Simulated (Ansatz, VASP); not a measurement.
# Two plane-wave programs on SrTiO3

```
Sr Ti O
1.0
     3.93635    0.00000    0.00000
     0.00000    3.93635    0.00000
     0.00000    0.00000    3.93635
Sr Ti O
1 1 3
Direct
  0.50000 0.50000 0.50000
  0.00000 0.00000 0.00000
  0.00000 0.50000 0.00000
  0.00000 0.00000 0.50000
  0.50000 0.00000 0.00000
```

Alike in both runs: task relaxation of cell and atoms; functional PBE; k mesh 8 × 8 × 8; occupations gaussian, width 0.02 eV; no spin polarisation.

|  | VASP | Ansatz |
| --- | --- | --- |
| version | VASP 6.6.1 | Ansatz 0.2.0 |
| potentials or method | VASP PAW PBE potentials, release 64 (Sr_sv, Ti_sv, O), cutoff 600 eV | scalar-relativistic, plane waves, PAW |
| valence electrons in the cell | 40 | 40 |

```csv
,VASP,Ansatz,Ansatz less VASP
"gap on the k mesh at the Fermi level, each at its own relaxed structure (eV)",1.81,1.84,+0.035
relaxed volume (Å³/atom),12.23,12.20,-0.032
relaxed cell length with the largest relative difference (Å),3.940,3.936,-0.0034
```
